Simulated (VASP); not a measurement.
A run of VASP 6.6.1 is set up as follows.

INCAR

```
SYSTEM = KBr
PREC = Accurate
ENCUT = 520
EDIFF = 1E-7
ISMEAR = 0
SIGMA = 0.05
LREAL = .FALSE.
LASPH = .TRUE.
NELM = 80
ALGO = Normal
ISIF = 2
LWAVE = .FALSE.
LCHARG = .TRUE.
GGA = CA
LELF = .TRUE.
LVHAR = .TRUE.
NBANDS = 15
```

File KPOINTS:

```
regular mesh
0
G
  6 6 6
  0 0 0
```

Contents of POSCAR:

```
KBr
1.0
    0.0000000000      3.2431125000      3.3418875000
    3.2431125000      0.0000000000      3.3418875000
    3.2431125000      3.2431125000      0.0000000000
K Br
1 1
Direct
    0.0000000000      0.0000000000      0.0000000000
    0.5000000000      0.5000000000      0.5000000000
```

Potentials or basis: VASP PAW LDA potentials, release 64 (K_sv, Br).

Command:

```console
$ cat potpaw_LDA.64/K_sv/POTCAR potpaw_LDA.64/Br/POTCAR > POTCAR
$ mpirun -np 1 vasp_std > vasp.out
```

(1) What does it give for the pressure?

(2) Estimate the band gap on the k mesh.

Answers

(1) -1.3 GPa.

(2) 4.09 eV, direct.

Caveat: the cell differs from its parent crystal (strain -0.015 along x and y, +0.015 along z).
